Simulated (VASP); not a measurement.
Here is a VASP 6.6.1 calculation.

INCAR

```
SYSTEM = ZrN
PREC     = Accurate       ! precision mode
ENCUT    = 600            ! plane-wave cutoff, eV
EDIFF    = 1E-6           ! SCF threshold, eV
ISMEAR   = -1             ! smearing method
SIGMA    = 0.3            ! smearing width, eV
LREAL    = .False.        ! projectors in reciprocal space
LASPH    = .True.         ! aspherical terms in the spheres
NELM     = 120            ! most SCF steps
ALGO     = Normal         ! electronic algorithm
ISIF     = 2              ! what is computed and relaxed
LWAVE    = .False.        ! write WAVECAR
LCHARG   = .True.         ! write CHGCAR
LELF     = .True.         ! ELF
LVHAR    = .True.       
NBANDS   = 16             ! bands
GGA_COMPAT= .False.
```

KPOINTS

```
Automatic mesh
0
Gamma
  7 7 7
  0 0 0
```

Contents of POSCAR:

```
ZrN
1.0
    0.0000000000      2.3000000000      2.3000000000
    2.3000000000      0.0000000000      2.3000000000
    2.3000000000      2.3000000000      0.0000000000
Zr N
1 1
Direct
    0.5000000000      0.5000000000      0.5000000000
    0.0000000000      0.0000000000      0.0000000000
```

Potentials or basis: VASP PAW LDA potentials, release 64 (Zr_sv, N).

Launch:

```sh
$ cat potpaw_LDA.64/Zr_sv/POTCAR potpaw_LDA.64/N/POTCAR > POTCAR
$ mpirun -np 1 vasp_std > vasp.out
```

(1) What does it give for the pressure?

Answers

(1) -11.2 GPa.
